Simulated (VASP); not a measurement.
# AlCo (P4/mmm) in VASP: notebook

Runs on AlCo. Level: PBEsol. Tasks: single point.

All numbers are computed with VASP 6.6.1; they aren't measurements. Logs are shortened: lines on timing, memory, paths and dates and some standing lists are left out, and cuts for length are marked.

## Step 1: The cell of the first run

Symmetry: P4/mmm, No. 123, tetragonal system. Conventional cell: a = 2.971 Å, b = 2.971 Å, c = 2.823 Å, α = 90.00°, β = 90.00°, γ = 90.00°. Within 3.3 Å of Al (site symmetry 4/mmm) lie 8 Co at 2.53 Å and 6 Al at 2.82 to 2.97 Å. Within 3.3 Å of Co (site symmetry 4/mmm) lie 8 Al at 2.53 Å and 6 Co at 2.82 to 2.97 Å.

## Step 2: Single point, PBEsol (strain +0.0525 x Voigt [1, 1, 0, 0, 0, 0])

Input file INCAR:

```
PREC = Accurate ; ENCUT = 520
EDIFF = 1E-7 ; ISMEAR = 0
SIGMA = 0.15 ; LREAL = F
LASPH = T ; NELM = 80
ALGO = Fast ; ISIF = 2
LWAVE = F ; LCHARG = F
GGA = PS ; NBANDS = 13
```

Input file KPOINTS:

```
Automatic mesh
0
Gamma
  22 22 22
```

Input file POSCAR:

```
AlCo
1.0
    2.9707712763      0.0000000000      0.0000000000
    0.0000000000      2.9707712763      0.0000000000
    0.0000000000      0.0000000000      2.8225855357
Al Co
1 1
Direct
    0.0000000000      0.0000000000      0.0000000000
    0.5000000000      0.5000000000      0.5000000000
```

Potentials or basis: VASP PAW PBE potentials, release 64 (Al, Co).

The run is started by

```sh
cat potpaw_PBE.64/Al/POTCAR potpaw_PBE.64/Co/POTCAR > POTCAR
mpirun -np 1 vasp_std > vasp.out
```

OUTCAR:

```text
PREC = Accurate
   ENCUT = 520
   EDIFF = 1E-7
   ISMEAR = 0
   LREAL = F
   LASPH = T
   NELM = 80
   ISIF = 2
   GGA = PS

 ion  position               nearest neighbor table
   1  0.000  0.000  0.000-   2 2.53   2 2.53   2 2.53   2 2.53   2 2.53   2 2.53   2 2.53   2 2.53

   2  0.500  0.500  0.500-   1 2.53   1 2.53   1 2.53   1 2.53   1 2.53   1 2.53   1 2.53   1 2.53

  LATTYP: Found a simple tetragonal cell.
 ALAT       =     2.9707712763
 C/A-ratio  =     0.9501187649

  Lattice vectors:

 A1 = (   2.9707712763,   0.0000000000,   0.0000000000)
 A2 = (   0.0000000000,   2.9707712763,   0.0000000000)
 A3 = (   0.0000000000,   0.0000000000,   2.8225855357)

Analysis of symmetry for initial positions (statically):
=====================================================================
 Subroutine PRICEL returns:
 Original cell was already a primitive cell.

 Routine SETGRP: Setting up the symmetry group for a
 simple tetragonal supercell.

 Subroutine GETGRP returns: Found 16 space group operations
 (whereof 16 operations were pure point group operations)
 out of a pool of 16 trial point group operations.

The static configuration has the point symmetry D_4h.

Analysis of symmetry for dynamics (positions and initial velocities):
=====================================================================
 Subroutine PRICEL returns:
 Original cell was already a primitive cell.

 Routine SETGRP: Setting up the symmetry group for a
 simple tetragonal supercell.

 Subroutine GETGRP returns: Found 16 space group operations
 (whereof 16 operations were pure point group operations)
 out of a pool of 16 trial point group operations.

The dynamic configuration has the point symmetry D_4h.

 Subroutine INISYM returns: Found 16 space group operations
 (whereof 16 operations are pure point group operations),
 and found     1 'primitive' translations

----------------------------------------------------------------------------------------

                                     Primitive cell

  volume of cell :      24.9107

  direct lattice vectors                    reciprocal lattice vectors
     2.970771276  0.000000000  0.000000000     0.336612922  0.000000000  0.000000000
     0.000000000  2.970771276  0.000000000     0.000000000  0.336612922  0.000000000
     0.000000000  0.000000000  2.822585536     0.000000000  0.000000000  0.354285100

  length of vectors
     2.970771276  2.970771276  2.822585536     0.336612922  0.336612922  0.354285100

  position of ions in fractional coordinates (direct lattice)
     0.000000000  0.000000000  0.000000000
     0.500000000  0.500000000  0.500000000
[... 84 lines left out ...]
   ISYM   =      2    0-nonsym 1-usesym 2-fastsym
   POTIM  = 0.5000    time-step for ionic-motion
   TEBEG  =    0.0;   TEEND  =   0.0 temperature during run
   PSTRESS=    0.0 pullay stress
   NELECT =      12.0000    total number of electrons
   NUPDOWN=      -1.0000    fix difference up-down
   EMIN   =  10.00;   EMAX   =-10.00  energy-range for DOS
   EFERMI =   0.00;   METHOD = LEGACY
   ISMEAR =     0;   SIGMA  =   0.15  broadening in eV -4-tet -1-fermi 0-gaus
   EFERMI_NEDOS =   21; number of points for ismear=-14 and -15
   IALGO  =     68    algorithm
   IMIX   =      4    mixing-type and parameters
     AMIX     =   0.40;   BMIX     =  1.00
     AMIX_MAG =   1.60;   BMIX_MAG =  1.00
  volume/ion in A,a.u.               =      12.46        84.05
  Fermi-wavevector in a.u.,A,eV,Ry     =   1.283335  2.425152 22.408100  1.646949
  Thomas-Fermi vector in A             =   2.415594
   LORBIT       =      0    0 simple, 1 ext, 2 COOP (PROOUT), +10 PAW based schemes
   GGA     = PS    functional components
   LHFCALC =     F    Hartree Fock is set to
   AEXX    =    0.0000 exact exchange contribution
   IVDW    =     0    specifies the selected vdW correction
   LEPSILON=     F    determine dielectric tensor
   LRPA    =     F    only Hartree local field effects (RPA)
 non-spin polarized calculation
 RMM-DIIS sequential band-by-band and
 Gauss-broadening in eV      SIGMA  =   0.15
  energy-cutoff  :      520.00
  volume of cell :       24.91
 maximum number of plane-waves:       699
 NGX is ok and might be reduce to    24
   NGX = 11   NGY = 11   NGZ = 11

 number of electron      11.9999993 magnetization

 Free energy of the ion-electron system (eV)
  ---------------------------------------------------
  ext. energy  EPLUGINS =         0.00000000
  ---------------------------------------------------
  free energy    TOTEN  =       -12.93668950 eV

  energy without entropy =      -12.92327470  energy(sigma->0) =      -12.92998210

 E-fermi :   9.4294     XC(G=0): -12.0285

 val. band max:        9.4266372859   @ k =   0.4545   0.0455   0.4091
 cond. band min:       9.4319558492   @ k =   0.5000   0.2727   0.0000
 fundamental gap:      0.0053185632
 Fermi energy:         9.4293524756

 k-point     1 :       0.0000    0.0000    0.0000
  band No.  band energies     occupation
      1      -1.0835      2.00000
      2       6.7928      2.00000
      3       6.8676      2.00000
      4       8.6464      2.00000
      5       8.8381      2.00000
      6       8.8381      2.00000
      7      14.5229      0.00000
      8      14.5229      0.00000
      9      16.3229      0.00000
     10      17.7673      0.00000
     11      18.0133      0.00000
     12      23.3854      0.00000
     13      29.4717      0.00000
[... 354 lines left out ...]
  band No.  band energies     occupation
      1      -0.7969      2.00000
      2       6.7804      2.00000
      3       6.8965      2.00000
      4       8.4803      2.00000
      5       8.7741      2.00000
      6       8.7994      2.00000
      7      13.4114      0.00000
      8      13.7259      0.00000
      9      16.6965      0.00000
     10      18.7150      0.00000
     11      19.3457      0.00000
     12      24.1423      0.00000
     13      26.4672      0.00000

 [... further k-points ...]
[... 5 lines left out ...]
  --------------------------------------------------------------------------------------
  -------------------------------------------------------------------------------------
  Total       -2.8113167     -2.8113167     -1.5949345      0.0000000      0.0000000      0.0000000
  in kB     -180.8151495   -180.8151495   -102.5812268      0.0000000      0.0000000      0.0000000
  external PRESSURE =    -154.7371753 kB  Pullay stress =       0.0000000 kB

 VOLUME and BASIS-vectors are now :
 -----------------------------------------------------------------------------
  energy-cutoff  :      520.00
  volume of cell :       24.91
      direct lattice vectors                 reciprocal lattice vectors
     2.970771276  0.000000000  0.000000000     0.336612922  0.000000000  0.000000000
     0.000000000  2.970771276  0.000000000     0.000000000  0.336612922  0.000000000
     0.000000000  0.000000000  2.822585536     0.000000000  0.000000000  0.354285100

 POSITION                                       TOTAL-FORCE (eV/Angst)
 -----------------------------------------------------------------------------------
      0.00000      0.00000      0.00000         0.000000      0.000000      0.000000
      1.48539      1.48539      1.41129         0.000000      0.000000      0.000000
 -----------------------------------------------------------------------------------
    total drift:                                0.000000     -0.000000     -0.000000

  FREE ENERGIE OF THE ION-ELECTRON SYSTEM (eV)
  ---------------------------------------------------
  free  energy   TOTEN  =       -12.9366894975 eV

  energy  without entropy=      -12.9232747001  energy(sigma->0) =      -12.92998210
```

OSZICAR:

```text
N       E                     dE             d eps       ncg     rms          rms(c)
DAV:   1     0.341934687011E+02    0.34193E+02   -0.51764E+03 24624   0.952E+02
DAV:   2    -0.131955468069E+02   -0.47389E+02   -0.43080E+02 25381   0.168E+02
DAV:   3    -0.147581353223E+02   -0.15626E+01   -0.15488E+01 29906   0.355E+01
DAV:   4    -0.147819265034E+02   -0.23791E-01   -0.23784E-01 28425   0.395E+00
DAV:   5    -0.147827448210E+02   -0.81832E-03   -0.81830E-03 30763   0.796E-01    0.128E+01
RMM:   6    -0.186313750989E+02   -0.38486E+01   -0.20286E+01 28817   0.582E+01    0.213E+01
RMM:   7    -0.129587129150E+02    0.56727E+01   -0.60843E+00 25605   0.303E+01    0.246E+00
RMM:   8    -0.129509325139E+02    0.77804E-02   -0.56957E-02 26052   0.187E+00    0.129E+00
RMM:   9    -0.129646236280E+02   -0.13691E-01   -0.61962E-02 29228   0.199E+00    0.148E+00
RMM:  10    -0.129370033359E+02    0.27620E-01   -0.25332E-02 27985   0.214E+00    0.155E-01
RMM:  11    -0.129370726149E+02   -0.69279E-04   -0.10193E-03 31089   0.226E-01    0.182E-01
RMM:  12    -0.129366779877E+02    0.39463E-03   -0.56859E-04 32331   0.227E-01    0.312E-02
RMM:  13    -0.129366902866E+02   -0.12299E-04   -0.12003E-04 32986   0.782E-02    0.239E-02
RMM:  14    -0.129366886571E+02    0.16295E-05   -0.27818E-05 35666   0.419E-02    0.387E-03
RMM:  15    -0.129366896733E+02   -0.10162E-05   -0.62643E-06 35104   0.176E-02    0.585E-03
RMM:  16    -0.129366895052E+02    0.16809E-06   -0.95981E-07 31079   0.657E-03    0.200E-03
RMM:  17    -0.129366894975E+02    0.77018E-08   -0.18038E-07 21834   0.352E-03
   1 F= -.12936689E+02 E0= -.12929982E+02  d E =-.134148E-01
```

Run time: 3.1 min. Hardware: 1 thread of Intel Xeon Platinum 8259CL at 2.50GHz (Skylake/Cascade Lake), shared host; peak memory 0.42 GiB.

What came out:

- Free energy: -12.9367 eV
- Pressure: -15.5 GPa
- Band gap on the k mesh: zero (band 6 reaches 11.83 eV, above the bottom of band 7 at 9.17 eV)

Levels at points of the mesh, in eV from the Fermi level:
```tsv
k point	band 3	band 4	band 5	band 6	band 7	band 8	band 9	band 10
(0.00, 0.00, 0.00)	-2.56	-0.78	-0.59	-0.59	5.09	5.09	6.89	8.34
(0.50, 0.00, 0.00)	-2.10	-1.59	-1.24	-0.51	0.06	8.30	9.64	10.33
(0.50, 0.50, 0.00)	-2.66	-2.66	-1.08	-1.08	-0.26	1.95	2.86	12.85
(0.00, 0.00, 0.50)	-2.02	-1.55	-1.55	-0.65	0.48	8.41	9.81	9.81
(0.50, 0.00, 0.50)	-2.48	-2.18	-1.35	-1.32	-0.13	2.44	3.29	11.63
(0.50, 0.50, 0.50)	-3.51	-0.22	-0.04	2.40	2.40	2.55	3.57	4.67
```

Caveat: the cell differs from its parent crystal (strain +0.0525 x Voigt [1, 1, 0, 0, 0, 0]); the PAW data sets were made with another functional, which shifts forces and pressure a little. Spin polarisation is off, so any magnetic state and its effect on volume and gap are missing.

(Part 1 of 2 ends here.)
